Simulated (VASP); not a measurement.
# ZnSe (I-4m2) in VASP: a series of runs, part 2 of 2

VASP 6.6.1. The steps go on from the part before.

## (3) Single point, r2SCAN (strain +0.080 along x and y, +0.040 along z)

Contents of POSCAR:

```
ZnSe
1.0
    0.0000000000      3.0595808523      2.9462630429
    3.0595808523      0.0000000000      2.9462630429
    3.0595808523      3.0595808523      0.0000000000
Zn Se
1 1
Direct
    0.0000000000      0.0000000000      0.0000000000
    0.7500000000      0.7500000000      0.7500000000
```

Contents of INCAR.step1:

```
  PREC = Accurate
  ENCUT = 520
  ISMEAR = 0
  SIGMA = 0.05
  LREAL = F
  LASPH = T
  NELM = 80
  NBANDS = 16
  GGA = PE
  ALGO = Normal
  EDIFF = 1E-4
  LWAVE = T
  LCHARG = F
```

Contents of INCAR.step2:

```
  PREC = Accurate
  ENCUT = 520
  EDIFF = 1E-7
  ISMEAR = 0
  SIGMA = 0.05
  LREAL = F
  LASPH = T
  NELM = 80
  ALGO = Normal
  ISIF = 2
  LWAVE = F
  LCHARG = T
  METAGGA = R2SCAN
  LMIXTAU = T
  LELF = T
  LVHAR = T
  NBANDS = 16
  ISTART = 1
```

Contents of KPOINTS:

```
Automatic mesh
0
Gamma
  8 8 8
```

Potentials or basis: VASP PAW PBE potentials, release 64 (Zn, Se).

Run with:

```
cat potpaw_PBE.64/Zn/POTCAR potpaw_PBE.64/Se/POTCAR > POTCAR
cp INCAR.step1 INCAR
mpirun -np 1 vasp_std > vasp.out
cp INCAR.step2 INCAR
mpirun -np 1 vasp_std > vasp.out
```

OUTCAR:

```text
PREC = Accurate
   ENCUT = 520
   EDIFF = 1E-7
   ISMEAR = 0
   LREAL = F
   LASPH = T
   NELM = 80
   ISIF = 2
   METAGGA = R2SCAN
   ISTART = 1

 ion  position               nearest neighbor table
   1  0.000  0.000  0.000-   2 2.62   2 2.62   2 2.62   2 2.62
   2  0.750  0.750  0.750-   1 2.62   1 2.62   1 2.62   1 2.62

  LATTYP: Found a body centered tetragonal cell.
 ALAT       =     4.3269007365
 C/A-ratio  =     1.3618352823

  Lattice vectors:

 A1 = (   0.0000000000,  -3.0595808523,  -2.9462630429)
 A2 = (   0.0000000000,   3.0595808523,  -2.9462630429)
 A3 = (   3.0595808523,   0.0000000000,   2.9462630429)

Analysis of symmetry for initial positions (statically):
=====================================================================
 Subroutine PRICEL returns:
 Original cell was already a primitive cell.

 Routine SETGRP: Setting up the symmetry group for a
 body centered tetragonal supercell.

 Subroutine GETGRP returns: Found  8 space group operations
 (whereof  8 operations were pure point group operations)
 out of a pool of 16 trial point group operations.

The static configuration has the point symmetry D_2d.

Analysis of symmetry for dynamics (positions and initial velocities):
=====================================================================
 Subroutine PRICEL returns:
 Original cell was already a primitive cell.

 Routine SETGRP: Setting up the symmetry group for a
 body centered tetragonal supercell.

 Subroutine GETGRP returns: Found  8 space group operations
 (whereof  8 operations were pure point group operations)
 out of a pool of 16 trial point group operations.

The dynamic configuration has the point symmetry D_2d.

 Subroutine INISYM returns: Found  8 space group operations
 (whereof  8 operations are pure point group operations),
 and found     1 'primitive' translations

----------------------------------------------------------------------------------------

                                     Primitive cell

  volume of cell :      55.1601

  direct lattice vectors                    reciprocal lattice vectors
     0.000000000  3.059580852  2.946263043    -0.163421078  0.163421078  0.169706504
     3.059580852  0.000000000  2.946263043     0.163421078 -0.163421078  0.169706504
     3.059580852  3.059580852  0.000000000     0.163421078  0.163421078 -0.169706504

  length of vectors
     4.247528800  4.247528800  4.326900736     0.286728434  0.286728434  0.286728434

  position of ions in fractional coordinates (direct lattice)
     0.000000000  0.000000000  0.000000000
     0.750000000  0.750000000  0.750000000

  ion indices of the primitive-cell ions
   primitive index   ion index
                 1           1
                 2           2

----------------------------------------------------------------------------------------

 KPOINTS: Automatic mesh

Automatic generation of k-mesh.
 Grid dimensions read from file:
 generate k-points for:    8    8    8

 Generating k-lattice:

  Cartesian coordinates                     Fractional coordinates (reciprocal lattice)
    -0.020427635  0.020427635  0.021213313     0.125000000  0.000000000  0.000000000
     0.020427635 -0.020427635  0.021213313     0.000000000  0.125000000  0.000000000
     0.020427635  0.020427635 -0.021213313    -0.000000000 -0.000000000  0.125000000

  Length of vectors
     0.035841054  0.035841054  0.035841054

  Shift w.r.t. Gamma in fractional coordinates (k-lattice)
     0.000000000  0.000000000  0.000000000

 Subroutine IBZKPT returns following result:
 ===========================================

 Found     59 irreducible k-points:

 Following reciprocal coordinates:
            Coordinates               Weight
  0.000000  0.000000  0.000000      1.000000
  0.125000  0.000000  0.000000      8.000000
  0.250000  0.000000  0.000000      8.000000
  0.375000 -0.000000  0.000000      8.000000
  0.500000  0.000000  0.000000      4.000000
  0.125000  0.125000  0.000000      2.000000
[... 16 lines left out ...]
  0.250000  0.000000  0.125000     16.000000
  0.375000 -0.000000  0.125000     16.000000
 [... further k-points ...]
   k-points           NKPTS =     59   k-points in BZ     NKDIM =     59   number of bands    NBANDS=     16
   number of dos      NEDOS =    301   number of ions     NIONS =      2
   total plane-waves  NPLWV =  32768
   dimension x,y,z NGX =    32 NGY =   32 NGZ =   32
   dimension x,y,z NGXF=    64 NGYF=   64 NGZF=   64
   ions per type =               1   1
   NGX,Y,Z   is equivalent  to a cutoff of  12.52, 12.52, 12.29 a.u.
   NGXF,Y,Z  is equivalent  to a cutoff of  25.05, 25.05, 24.59 a.u.
 SYSTEM =  unknown system
   PREC   = accura    normal or accurate (medium, high low for compatibility)
   ISTART =      1    job   : 0-new  1-cont  2-samecut
   ICHARG =      0    charge: 1-file 2-atom 10-const
   ISPIN  =      1    spin polarized calculation?
   LNONCOLLINEAR =      F non collinear calculations
   LSORBIT =      F    spin-orbit coupling
   LASPH  =      T    aspherical Exc in radial PAW
   ENCUT  =  520.0 eV  38.22 Ry    6.18 a.u.   7.90  7.90  8.05*2*pi/ulx,y,z
   NELM   =     80;   NELMIN=  2; NELMDL=  0     # of ELM steps
   EDIFF  = 0.1E-06   stopping-criterion for ELM
   LREAL  =      F    real-space projection
   EDIFFG = 0.1E-05   stopping-criterion for IOM
   NSW    =      0    number of steps for IOM
   IBRION =     -1    ionic relax: 0-MD 1-quasi-New 2-CG
   NFREE  =      0    steps in history (QN), initial steepest desc. (CG)
   ISIF   =      2    stress and relaxation
   ISYM   =      2    0-nonsym 1-usesym 2-fastsym
   POTIM  = 0.5000    time-step for ionic-motion
   TEBEG  =    0.0;   TEEND  =   0.0 temperature during run
   PSTRESS=    0.0 pullay stress
   NELECT =      18.0000    total number of electrons
   NUPDOWN=      -1.0000    fix difference up-down
   EMIN   =  10.00;   EMAX   =-10.00  energy-range for DOS
   EFERMI =   0.00;   METHOD = LEGACY
   ISMEAR =     0;   SIGMA  =   0.05  broadening in eV -4-tet -1-fermi 0-gaus
   EFERMI_NEDOS =   21; number of points for ismear=-14 and -15
   IALGO  =     38    algorithm
   IMIX   =      4    mixing-type and parameters
     AMIX     =   0.40;   BMIX     =  1.00
     AMIX_MAG =   1.60;   BMIX_MAG =  1.00
  volume/ion in A,a.u.               =      27.58       186.12
  Fermi-wavevector in a.u.,A,eV,Ry     =   1.127086  2.129884 17.283804  1.270324
  Thomas-Fermi vector in A             =   2.263771
   LORBIT       =      0    0 simple, 1 ext, 2 COOP (PROOUT), +10 PAW based schemes
   METAGGA = R2SCAN    functional components
   LHFCALC =     F    Hartree Fock is set to
   AEXX    =    0.0000 exact exchange contribution
   IVDW    =     0    specifies the selected vdW correction
   LEPSILON=     F    determine dielectric tensor
   LRPA    =     F    only Hartree local field effects (RPA)
 non-spin polarized calculation
 Gauss-broadening in eV      SIGMA  =   0.05
  energy-cutoff  :      520.00
  volume of cell :       55.16
 maximum number of plane-waves:      1506
   NGX = 15   NGY = 15   NGZ = 17

 number of electron      18.0000001 magnetization

 Free energy of the ion-electron system (eV)
  ---------------------------------------------------
  ext. energy  EPLUGINS =         0.00000000
  ---------------------------------------------------
  free energy    TOTEN  =       -24.60781443 eV

  energy without entropy =      -24.60781443  energy(sigma->0) =      -24.60781443

 E-fermi :   0.1816     XC(G=0):  -9.0193

 val. band max:       -0.0949900544   @ k =   0.0000   0.0000   0.0000
 cond. band min:       0.9154169658   @ k =   0.0000   0.0000   0.0000
 fundamental gap:      1.0104070202
 Fermi energy:         0.1816336082

 k-point     1 :       0.0000    0.0000    0.0000
  band No.  band energies     occupation
      1     -12.7961      2.00000
      2      -6.3738      2.00000
      3      -6.3738      2.00000
      4      -6.3611      2.00000
      5      -6.1290      2.00000
      6      -6.1275      2.00000
[... 8 lines left out ...]
     15      11.1452      0.00000
     16      11.6977      0.00000
[... 419 lines left out ...]
 k-point    24 :       0.3750   -0.0000    0.1250
  band No.  band energies     occupation
      1     -12.3750      2.00000
      2      -6.3218      2.00000
      3      -6.3002      2.00000
      4      -6.2016      2.00000
      5      -6.1280      2.00000
      6      -6.1147      2.00000
[... 8 lines left out ...]
     15      11.5338      0.00000
     16      12.2120      0.00000

 [... further k-points ...]
[... 5 lines left out ...]
  --------------------------------------------------------------------------------------
  -------------------------------------------------------------------------------------
  Total       -2.9842079     -2.9842079     -2.5041747      0.0000000      0.0000000      0.0000000
  in kB      -86.6790769    -86.6790769    -72.7360692      0.0000000      0.0000000      0.0000000
  external PRESSURE =     -82.0314076 kB  Pullay stress =       0.0000000 kB

 VOLUME and BASIS-vectors are now :
 -----------------------------------------------------------------------------
  energy-cutoff  :      520.00
  volume of cell :       55.16
      direct lattice vectors                 reciprocal lattice vectors
     0.000000000  3.059580852  2.946263043    -0.163421078  0.163421078  0.169706504
     3.059580852  0.000000000  2.946263043     0.163421078 -0.163421078  0.169706504
     3.059580852  3.059580852  0.000000000     0.163421078  0.163421078 -0.169706504

 POSITION                                       TOTAL-FORCE (eV/Angst)
 -----------------------------------------------------------------------------------
      0.00000      0.00000      0.00000         0.000000      0.000000      0.000000
      4.58937      4.58937      4.41939        -0.000000     -0.000000     -0.000000
 -----------------------------------------------------------------------------------
    total drift:                                0.000010      0.000010     -0.000028

  FREE ENERGIE OF THE ION-ELECTRON SYSTEM (eV)
  ---------------------------------------------------
  free  energy   TOTEN  =       -24.6078144317 eV

  energy  without entropy=      -24.6078144317  energy(sigma->0) =      -24.60781443
```

OUTCAR.step1:

```text
PREC = Accurate
   ENCUT = 520
   ISMEAR = 0
   LREAL = F
   LASPH = T
[... 677 lines left out ...]
 -----------------------------------------------------------------------------------
      0.00000      0.00000      0.00000        -0.000000     -0.000000      0.000000
      4.58937      4.58937      4.41939         0.000000      0.000000     -0.000000
 -----------------------------------------------------------------------------------
    total drift:                                0.000002      0.000002      0.000000

  FREE ENERGIE OF THE ION-ELECTRON SYSTEM (eV)
  ---------------------------------------------------
  free  energy   TOTEN  =        -5.8524932666 eV

  energy  without entropy=       -5.8524932666  energy(sigma->0) =       -5.85249327
```

It took 60 s on 1 thread of Intel Xeon 6975P-C (Granite Rapids), shared host; peak memory 0.22 GiB.

What came out:

* Free energy: -24.6078 eV
* Pressure: -8.2 GPa
* Band gap on the k mesh: 1.01 eV, direct

Levels at points of the mesh, in eV from the valence-band top:
```tsv
k point	band 7	band 8	band 9	band 10	band 11	band 12
(0.00, 0.00, 0.00)	-0.11	-0.11	0.00	1.01	6.22	6.26
(0.50, 0.00, 0.00)	-4.24	-0.79	-0.62	2.58	6.64	6.90
(0.50, 0.50, 0.00)	-3.92	-1.79	-1.79	3.45	3.53	10.26
(0.50, 0.00, 0.50)	-4.11	-1.65	-1.60	3.66	3.78	9.94
```

Caveat: the cell differs from its parent crystal (strain +0.080 along x and y, +0.040 along z); the PAW data sets were made with another functional, which shifts forces and pressure a little.
